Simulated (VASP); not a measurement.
# CF2 in VASP: notebook

Runs on CF2. Level: PBE+D3(BJ). Tasks: single point, relaxation of the atoms.

All numbers are computed with VASP 6.6.1; they aren't measurements. Logs are shortened: lines on timing, memory, paths and dates and some standing lists are left out, and cuts for length are marked.

### 1 The cell of the first run

The cell holds a molecule in a box, 3 atoms: a = 15.000 Å, b = 15.500 Å, c = 16.000 Å, α = 90.00°, β = 90.00°, γ = 90.00°.

### 2 Single point, PBE+D3(BJ)

File INCAR:

```
  ALGO = Normal
  EDIFF = 1E-6
  ENCUT = 520
  GGA = PE
  ISIF = 2
  ISMEAR = 0
  ISYM = 0
  IVDW = 12
  LASPH = True
  LCHARG = True
  LELF = True
  LREAL = False
  LVHAR = True
  LWAVE = False
  NBANDS = 16
  NELM = 80
  PREC = Accurate
  SIGMA = 0.005
```

File KPOINTS:

```
k-points
0
Gamma
  1 1 1
```

File POSCAR:

```
CF2
1.0
   15.0000000000      0.0000000000      0.0000000000
    0.0000000000     15.5000000000      0.0000000000
    0.0000000000      0.0000000000     16.0000000000
C F
1 2
Direct
    0.4994362051      0.4993867937      0.4664543293
    0.5697092421      0.5013828312      0.5157258915
    0.4308545529      0.4992303751      0.5178197792
```

Potentials or basis: VASP PAW PBE potentials, release 64 (C, F).

The run is started by

```
$ cat potpaw_PBE.64/C/POTCAR potpaw_PBE.64/F/POTCAR > POTCAR
$ mpirun -np 1 vasp_gam > vasp.out
```

OUTCAR:

```text
EDIFF = 1E-6
   ENCUT = 520
   GGA = PE
   ISIF = 2
   ISMEAR = 0
   ISYM = 0
   IVDW = 12
   LASPH = True
   LREAL = False
   NELM = 80
   PREC = Accurate
 IVDW          = 12

 ion  position               nearest neighbor table
   1  0.499  0.499  0.466-   2 1.32   3 1.32
   2  0.570  0.501  0.516-   1 1.32
   3  0.431  0.499  0.518-   1 1.32

IMPORTANT INFORMATION: All symmetrisations will be switched off!
NOSYMM: (Re-)initialisation of all symmetry stuff for point group C_1.

----------------------------------------------------------------------------------------

                                     Primitive cell

  volume of cell :    3720.0000

  direct lattice vectors                    reciprocal lattice vectors
    15.000000000  0.000000000  0.000000000     0.066666667  0.000000000  0.000000000
     0.000000000 15.500000000  0.000000000     0.000000000  0.064516129  0.000000000
     0.000000000  0.000000000 16.000000000     0.000000000  0.000000000  0.062500000

  length of vectors
    15.000000000 15.500000000 16.000000000     0.066666667  0.064516129  0.062500000

  position of ions in fractional coordinates (direct lattice)
     0.499436205  0.499386794  0.466454329
     0.569709242  0.501382831  0.515725891
     0.430854553  0.499230375  0.517819779

  ion indices of the primitive-cell ions
   primitive index   ion index
                 1           1
                 2           2
                 3           3

----------------------------------------------------------------------------------------

 KPOINTS: k-points

Automatic generation of k-mesh.
 Grid dimensions read from file:
 generate k-points for:    1    1    1

 Generating k-lattice:

  Cartesian coordinates                     Fractional coordinates (reciprocal lattice)
     0.066666667  0.000000000  0.000000000     1.000000000  0.000000000  0.000000000
     0.000000000  0.064516129  0.000000000     0.000000000  1.000000000  0.000000000
     0.000000000  0.000000000  0.062500000     0.000000000  0.000000000  1.000000000

  Length of vectors
     0.066666667  0.064516129  0.062500000

  Shift w.r.t. Gamma in fractional coordinates (k-lattice)
     0.000000000  0.000000000  0.000000000

 Subroutine IBZKPT returns following result:
 ===========================================

 Found      1 irreducible k-points:

 Following reciprocal coordinates:
            Coordinates               Weight
  0.000000  0.000000  0.000000      1.000000
   k-points           NKPTS =      1   k-points in BZ     NKDIM =      1   number of bands    NBANDS=     16
   number of dos      NEDOS =    301   number of ions     NIONS =      3
   total plane-waves  NPLWV = ******
   dimension x,y,z NGX =   112 NGY =  120 NGZ =  120
   dimension x,y,z NGXF=   224 NGYF=  240 NGZF=  240
   ions per type =               1   2
   NGX,Y,Z   is equivalent  to a cutoff of  12.41, 12.87, 12.47 a.u.
   NGXF,Y,Z  is equivalent  to a cutoff of  24.83, 25.74, 24.94 a.u.
 SYSTEM =  unknown system
   PREC   = accura    normal or accurate (medium, high low for compatibility)
   ISTART =      0    job   : 0-new  1-cont  2-samecut
   ICHARG =      2    charge: 1-file 2-atom 10-const
   ISPIN  =      1    spin polarized calculation?
   LNONCOLLINEAR =      F non collinear calculations
   LSORBIT =      F    spin-orbit coupling
   LASPH  =      T    aspherical Exc in radial PAW
   ENCUT  =  520.0 eV  38.22 Ry    6.18 a.u.  27.89 28.82 29.75*2*pi/ulx,y,z
   NELM   =     80;   NELMIN=  2; NELMDL= -5     # of ELM steps
   EDIFF  = 0.1E-05   stopping-criterion for ELM
   LREAL  =      F    real-space projection
   EDIFFG = 0.1E-04   stopping-criterion for IOM
   NSW    =      0    number of steps for IOM
   IBRION =     -1    ionic relax: 0-MD 1-quasi-New 2-CG
   NFREE  =      0    steps in history (QN), initial steepest desc. (CG)
   ISIF   =      2    stress and relaxation
   ISYM   =      0    0-nonsym 1-usesym 2-fastsym
   POTIM  = 0.5000    time-step for ionic-motion
   TEBEG  =    0.0;   TEEND  =   0.0 temperature during run
   PSTRESS=    0.0 pullay stress
   NELECT =      18.0000    total number of electrons
   NUPDOWN=      -1.0000    fix difference up-down
   EMIN   =  10.00;   EMAX   =-10.00  energy-range for DOS
   EFERMI =   0.00;   METHOD = LEGACY
   ISMEAR =     0;   SIGMA  =   0.01  broadening in eV -4-tet -1-fermi 0-gaus
   EFERMI_NEDOS =   21; number of points for ismear=-14 and -15
   IALGO  =     38    algorithm
   IMIX   =      4    mixing-type and parameters
     AMIX     =   0.40;   BMIX     =  1.00
     AMIX_MAG =   1.60;   BMIX_MAG =  1.00
  volume/ion in A,a.u.               =    1240.00      8367.93
  Fermi-wavevector in a.u.,A,eV,Ry     =   0.276897  0.523259  1.043184  0.076672
  Thomas-Fermi vector in A             =   1.122052
   LORBIT       =      0    0 simple, 1 ext, 2 COOP (PROOUT), +10 PAW based schemes
   GGA     = PE    functional components
   LHFCALC =     F    Hartree Fock is set to
   AEXX    =    0.0000 exact exchange contribution
   IVDW    =    12    specifies the selected vdW correction
   LEPSILON=     F    determine dielectric tensor
   LRPA    =     F    only Hartree local field effects (RPA)
 non-spin polarized calculation
 Gauss-broadening in eV      SIGMA  =   0.01
  energy-cutoff  :      520.00
  volume of cell :     3720.00
 maximum number of plane-waves:     50071
 NGX is ok and might be reduce to   112
   NGX = 55   NGY = 57   NGZ = 59

 number of electron      18.0000012 magnetization

 Free energy of the ion-electron system (eV)
  ---------------------------------------------------
  ext. energy  EPLUGINS =         0.00000000
  ---------------------------------------------------
  free energy    TOTEN  =       -14.58501400 eV

  energy without entropy =      -14.58501400  energy(sigma->0) =      -14.58501400

 E-fermi :  -7.3048     XC(G=0):  -0.2306

 val. band max:       -7.3407977635   @ k =   0.0000   0.0000   0.0000
 cond. band min:      -3.7554001717   @ k =   0.0000   0.0000   0.0000
 fundamental gap:      3.5853975917
 Fermi energy:        -7.3047510759

 k-point     1 :       0.0000    0.0000    0.0000
  band No.  band energies     occupation
      1     -33.7266      2.00000
      2     -31.7992      2.00000
      3     -17.5137      2.00000
      4     -14.8549      2.00000
      5     -13.6377      2.00000
      6     -13.2196      2.00000
[... 8 lines left out ...]
     15       0.4666      0.00000
     16       0.6098      0.00000

------------------------ aborting loop because EDIFF is reached ----------------------------------------

 Edisp (eV)   -0.01852

 E8    (eV) :    -0.0053

  FORCE on cell =-STRESS in cart. coord.  units (eV):
  Direction    XX          YY          ZZ          XY          YZ          ZX
  --------------------------------------------------------------------------------------
  -------------------------------------------------------------------------------------
  Total       0.73975    -0.10097     0.36209     0.01371     0.00854    -0.00516
  in kB       0.31861    -0.04349     0.15595     0.00591     0.00368    -0.00222
  external pressure =        0.14 kB  Pullay stress =        0.00 kB

 VOLUME and BASIS-vectors are now :
 -----------------------------------------------------------------------------
  energy-cutoff  :      520.00
  volume of cell :     3720.00
      direct lattice vectors                 reciprocal lattice vectors
    15.000000000  0.000000000  0.000000000     0.066666667  0.000000000  0.000000000
     0.000000000 15.500000000  0.000000000     0.000000000  0.064516129  0.000000000
     0.000000000  0.000000000 16.000000000     0.000000000  0.000000000  0.062500000

 POSITION                                       TOTAL-FORCE (eV/Angst)
 -----------------------------------------------------------------------------------
      7.49154      7.74050      7.46327        -0.010183     -0.010476     -0.588863
      8.54564      7.77143      8.25161         0.410954      0.012044      0.286066
      6.46282      7.73807      8.28512        -0.400771     -0.001568      0.302797
 -----------------------------------------------------------------------------------
    total drift:                               -0.001272      0.000205     -0.000407

  FREE ENERGIE OF THE ION-ELECTRON SYSTEM (eV)
  ---------------------------------------------------
  free  energy   TOTEN  =       -14.6035334658 eV

  energy  without entropy=      -14.6035334658  energy(sigma->0) =      -14.60353347
```

Wall time 3.4 min (1 thread of Intel Xeon 6975P-C (Granite Rapids), shared host); peak memory 2.2 GiB.

Results:

- Free energy: -14.6035 eV
- Largest force: 0.589 eV/Å
- Gap between the frontier levels: 3.59 eV
- Dispersion energy per atom: -0.006 eV

Forces in eV/Å, atoms in the order of the input:
```
C   -0.010 -0.010 -0.589
F    0.411  0.012  0.286
F   -0.401 -0.002  0.303
```

### 3 Relaxation of the atoms, PBE+D3(BJ)

File INCAR:

```
SYSTEM = CF2
  PREC = Accurate
  ENCUT = 520
  EDIFF = 1E-6
  ISMEAR = 0
  SIGMA = 0.005
  LREAL = .False.
  LASPH = .True.
  NELM = 80
  ALGO = Normal
  ISIF = 2
  LWAVE = .False.
  LCHARG = .False.
  GGA = PE
  IVDW = 12
  IBRION = 2
  NSW = 100
  EDIFFG = -0.01
  ISYM = 0
```

File KPOINTS:

```
regular mesh
0
Gamma
  1 1 1
  0 0 0
```

File POSCAR:

```
CF2
1.0
   15.0000000000      0.0000000000      0.0000000000
    0.0000000000     15.5000000000      0.0000000000
    0.0000000000      0.0000000000     16.0000000000
C F
1 2
Direct
    0.5011452656      0.4994289404      0.4672860721
    0.5678287718      0.5013349585      0.5147191028
    0.4310259626      0.4992361011      0.5179948251
```

Potentials or basis: VASP PAW PBE potentials, release 64 (C, F).

The run is started by

```
$ cat potpaw_PBE.64/C/POTCAR potpaw_PBE.64/F/POTCAR > POTCAR
$ mpirun -np 1 vasp_gam > vasp.out
```

It took 16 min on 1 thread of Intel Xeon 6975P-C (Granite Rapids), shared host; peak memory 2.2 GiB.

It converged, with:

```
Free energy                     : -14.6094 eV
Energy gained by relaxing       : 34.6 meV/atom
Ionic steps                     : 11
Largest force after relaxing    : 0.003 eV/Å
Gap between the frontier levels : 3.57 eV
Dispersion energy per atom      : -0.006 eV
```

Forces in eV/Å, atoms in the order of the input:
```
C   -0.002  0.000 -0.002
F    0.001  0.000  0.000
F    0.001  0.000  0.002
```

Step by step:
```tsv
step	energy change (eV)	largest force (eV/Å)	pressure (GPa)
1	0.0000	3.1433	0.06
2	0.4360	4.2796	-0.12
3	-0.1018	0.3702	-0.01
4	-0.1023	0.2528	-0.01
5	-0.1024	0.2264	0.00
6	-0.1031	0.2325	0.00
7	-0.1036	0.1121	0.00
8	-0.1038	0.0636	-0.01
9	-0.1039	0.0137	0.00
10	-0.1039	0.0147	0.00
11	-0.1039	0.0035	0.00
```

Final structure:
```yaml
crystal:
  lattice:
    - [15.00000, 0.00000, 0.00000]
    - [0.00000, 15.50000, 0.00000]
    - [0.00000, 0.00000, 16.00000]
  atoms:
    - { symbol: C, position: [0.49944, 0.49938, 0.46604] }
    - { symbol: F, position: [0.57021, 0.50140, 0.51594] }
    - { symbol: F, position: [0.43036, 0.49922, 0.51802] }
```

Levels at points of the mesh, in eV from the valence-band top:
```
           k point  band 5  band 6  band 7  band 8  band 9  band 10  band 11  band 12  band 13
(0.00, 0.00, 0.00)   -6.08   -5.68   -4.17   -3.32    0.00     3.57     7.21     7.72     7.78
```
